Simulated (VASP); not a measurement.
# GaN (P6_3mc) in VASP: a series of runs, part 2 of 2

VASP 6.6.1. The steps go on from the part before.

## Step 3: Vibrations by perturbation theory, PBEsol

This run uses another cell than the first one, of 10.79 Å³/atom.

INCAR

```
SYSTEM = GaN
ALGO = Normal ; EDIFF = 1E-8
ENCUT = 520 ; GGA = PS
IBRION = 8 ; ISIF = 2
ISMEAR = 0 ; LASPH = .TRUE.
LCHARG = .FALSE. ; LEPSILON = .TRUE.
LREAL = .FALSE. ; LWAVE = .FALSE.
NELM = 100 ; NSW = 1
PREC = Accurate ; SIGMA = 0.01
```

KPOINTS

```
k-points
0
G
  12 12 6
  0 0 0
```

POSCAR

```
GaN
1.0
    3.1276324295      0.0000000000      0.0000000000
   -1.5638162148      2.7086091377      0.0000000000
    0.0000000000      0.0000000000      5.0969692149
Ga N
2 2
Direct
    0.3333333333      0.6666666667     -0.0007050244
    0.6666666667      0.3333333333      0.4992949756
    0.3333333333      0.6666666667      0.3757050244
    0.6666666667      0.3333333333      0.8757050244
```

Potentials or basis: VASP PAW PBE potentials, release 64 (Ga_d, N).

The run is started by

```console
> cat potpaw_PBE.64/Ga_d/POTCAR potpaw_PBE.64/N/POTCAR > POTCAR
> mpirun -np 1 vasp_std > vasp.out
```

OUTCAR:

```text
SYSTEM = GaN
   EDIFF = 1E-8
   ENCUT = 520
   GGA = PS
   IBRION = 8
   ISIF = 2
   ISMEAR = 0
   LASPH = .TRUE.
   LEPSILON = .TRUE.
   LREAL = .FALSE.
   NELM = 100
   NSW = 1
   PREC = Accurate

 ion  position               nearest neighbor table
   1  0.333  0.667  0.999-   4 1.91   4 1.91   4 1.91   3 1.92
   2  0.667  0.333  0.499-   3 1.91   3 1.91   3 1.91   4 1.92
   3  0.333  0.667  0.376-   2 1.91   2 1.91   2 1.91   1 1.92
   4  0.667  0.333  0.876-   1 1.91   1 1.91   1 1.91   2 1.92

  LATTYP: Found a hexagonal cell.
 ALAT       =     3.1276324295
 C/A-ratio  =     1.6296573622

  Lattice vectors:

 A1 = (   3.1276324295,   0.0000000000,   0.0000000000)
 A2 = (  -1.5638162148,   2.7086091377,   0.0000000000)
 A3 = (   0.0000000000,   0.0000000000,   5.0969692149)

Analysis of symmetry for initial positions (statically):
=====================================================================
 Subroutine PRICEL returns:
 Original cell was already a primitive cell.

 Routine SETGRP: Setting up the symmetry group for a
 hexagonal supercell.

 Subroutine GETGRP returns: Found 12 space group operations
[... 911 lines left out ...]
  x    -0.00000     0.00000     0.00000    11.78067    -0.00000     6.88005
  y    11.78067   -11.78067     0.00000     0.00000     7.16751    -0.00000
  z     6.91153     6.91153   -13.16624    -0.00000     0.00000     0.00000

 SECOND DERIVATIVES (NOT SYMMETRIZED)
 ------------------------------------
               1X          1Y          1Z          2X          2Y          2Z          3X          3Y          3Z          4X          4Y          4Z
  1X   -15.182053    0.000000    0.000000    0.534995   -0.000000   -0.000000    0.845462   -0.000000   -0.000000   13.801596   -0.000000   -0.000000
  1Y     0.000000  -15.182053    0.000000   -0.000000    0.534995    0.000000   -0.000000    0.845462    0.000000   -0.000000   13.801596    0.000000
  1Z     0.000000   -0.000000  -22.529232    0.000000    0.000000    8.924221    0.000000    0.000000    8.671043    0.000000    0.000000    4.933968
  2X     0.534995   -0.000000    0.000000  -15.182053    0.000000    0.000000   13.801596   -0.000000    0.000000    0.845462   -0.000000    0.000000
  2Y    -0.000000    0.534995    0.000000    0.000000  -15.182053   -0.000000   -0.000000   13.801596    0.000000   -0.000000    0.845462    0.000000
  2Z    -0.000000    0.000000    8.924221   -0.000000    0.000000  -22.529232    0.000000    0.000000    4.933968    0.000000    0.000000    8.671043
  3X     0.827627   -0.000000    0.000000   13.782841   -0.000000    0.000000  -15.340929    0.000000    0.000000    0.730461   -0.000000   -0.000000
  3Y    -0.000000    0.827627    0.000000   -0.000000   13.782841    0.000000    0.000000  -15.340929    0.000000   -0.000000    0.730461    0.000000
  3Z    -0.000000   -0.000000    8.626533    0.000000    0.000000    4.930443    0.000000    0.000000  -20.212445    0.000000   -0.000000    6.655468
  4X    13.782841   -0.000000   -0.000000    0.827627   -0.000000    0.000000    0.730461   -0.000000    0.000000  -15.340929    0.000000    0.000000
  4Y    -0.000000   13.782841    0.000000   -0.000000    0.827627   -0.000000   -0.000000    0.730461    0.000000    0.000000  -15.340929   -0.000000
  4Z    -0.000000    0.000000    4.930443    0.000000    0.000000    8.626533   -0.000000   -0.000000    6.655468    0.000000   -0.000000  -20.212445

 Eigenvectors and eigenvalues of the dynamical matrix
 ----------------------------------------------------

   1 f  =   21.710468 THz   136.410896 2PiTHz  724.183274 cm-1    89.787242 meV
             X         Y         Z           dx          dy          dz
     -0.000000  1.805739  5.093376     0.000000    0.000000    0.056747
      1.563816  0.902870  2.544891    -0.000000    0.000000   -0.056747
     -0.000000  1.805739  1.914957     0.000000    0.000000   -0.704826
      1.563816  0.902870  4.463442    -0.000000   -0.000000    0.704826
[... 71 lines left out ...]
  12 f/i=    0.011141 THz     0.070004 2PiTHz    0.371638 cm-1     0.046077 meV
             X         Y         Z           dx          dy          dz
     -0.000000  1.805739  5.093376     0.000000   -0.000000    0.645089
      1.563816  0.902870  2.544891     0.000000   -0.000000    0.645089
     -0.000000  1.805739  1.914957     0.000000   -0.000000    0.289587
      1.563816  0.902870  4.463442     0.000000   -0.000000    0.289587

--------------------------------------------------------------------------------------------------------

 MACROSCOPIC STATIC DIELECTRIC TENSOR IONIC CONTRIBUTION
 ------------------------------------------------------
           3.803853    -0.000000     0.000000
          -0.000000     3.803853    -0.000000
           0.000000    -0.000000     4.542385
 ------------------------------------------------------

 ELASTIC MODULI CONTR FROM IONIC RELAXATION (kBar)
 Direction    XX          YY          ZZ          XY          YZ          ZX
 --------------------------------------------------------------------------------
 XX        -904.5772    383.4444    496.3193      0.0000      0.0000     -0.0000
 YY         383.4444   -904.5772    496.3193      0.0000     -0.0000      0.0000
 ZZ         496.3193    496.3193   -945.3744     -0.0000     -0.0000      0.0000
 XY           0.0000      0.0000     -0.0000   -644.0108      0.0000      0.0000
 YZ          -0.0000      0.0000     -0.0000      0.0000   -229.0048      0.0000
 ZX          -0.0000      0.0000      0.0000      0.0000      0.0000   -245.8533
 --------------------------------------------------------------------------------

 PIEZOELECTRIC TENSOR IONIC CONTR  for field in x, y, z        (C/m^2)
          XX          YY          ZZ          XY          YZ          ZX
  --------------------------------------------------------------------------------
  x    -0.00000     0.00000     0.00000     0.00000     0.00000    -0.90996
  y    -0.00000     0.00000    -0.00000     0.00000    -0.87823     0.00000
  z    -1.02370    -1.02370     1.94992     0.00000     0.00000    -0.00000
```

OSZICAR:

```text
N       E                     dE             d eps       ncg     rms          rms(c)
DAV:   1     0.275221637277E+03    0.27522E+03   -0.18514E+04  3496   0.311E+03
DAV:   2     0.463766390838E+01   -0.27058E+03   -0.26199E+03  3728   0.533E+02
DAV:   3    -0.286955927874E+02   -0.33333E+02   -0.32887E+02  3782   0.155E+02
DAV:   4    -0.300158055548E+02   -0.13202E+01   -0.13167E+01  4792   0.327E+01
[... 255 lines left out ...]
RMM:   9    -0.248941201460E+00   -0.94824E-07   -0.23082E-07  7770   0.106E-03    0.515E-05
RMM:  10    -0.248940844188E+00    0.35727E-06    0.45545E-07  8405   0.421E-04    0.191E-05
RMM:  11    -0.248940959024E+00   -0.11484E-06   -0.47484E-08  8745   0.146E-04    0.641E-06
RMM:  12    -0.248940979745E+00   -0.20721E-07    0.12423E-07  8524   0.586E-05    0.380E-06
RMM:  13    -0.248940972012E+00    0.77328E-08   -0.27366E-08  8702   0.253E-05    0.155E-06
 Linear response finished
```

stdout:

```text
POSCAR found type information on POSCAR GaN
 POSCAR found :  2 types and       4 ions
 scaLAPACK will be used
 -----------------------------------------------------------------------------
|                                                                             |
|                                                                             |
[... 106 lines left out ...]
 onal to |phi(0)> (1.325435935704672E-004,-6.938893903907228E-018)
 LRF_COMMUTATOR internal error: the vector H(1)-e(1) S(1) |phi(0)> is not orthog
 onal to |phi(0)> (1.067671458537291E-004,-8.083811398051921E-015)
 LRF_COMMUTATOR internal error: the vector H(1)-e(1) S(1) |phi(0)> is not orthog
 onal to |phi(0)> (1.133990889723054E-004,-1.769417945496343E-016)
 LRF_COMMUTATOR internal error: the vector H(1)-e(1) S(1) |phi
```

It took 17 min on 1 thread of Intel Xeon 6975P-C (Granite Rapids), shared host; peak memory 0.9 GiB.

Results:

```
Electronic dielectric tensor (diagonal)                 : 5.52, 5.52, 5.71
Born charges (mean of the diagonal)                     : Ga +2.62; N -2.62 e
Highest phonon frequency at Γ, LO-TO splitting left out : 724 cm⁻¹
```

Phonon frequencies in cm⁻¹ (negative: imaginary):
| q point | frequencies |
| --- | --- |
| (0.000, 0.000, 0.000) | 0 0 0 134 134 347 562 584 584 596 596 724 |

Electronic dielectric tensor:
```
5.52 0.00 0.00
0.00 5.52 0.00
0.00 0.00 5.71
```

Born effective charge tensors (e):
atom 1, Ga
```
2.58 0.00 0.00
0.00 2.58 0.00
0.00 0.00 2.71
```
atom 2, Ga
```
2.58 0.00 0.00
0.00 2.58 0.00
0.00 0.00 2.71
```
atom 3, N
```
-2.58  0.00  0.00
 0.00 -2.58  0.00
 0.00  0.00 -2.71
```
atom 4, N
```
-2.58  0.00  0.00
 0.00 -2.58  0.00
 0.00  0.00 -2.71
```

Caveat: the cell stands under pressure or tension, which shifts response properties; the PAW data sets were made with another functional, which shifts forces and pressure a little.
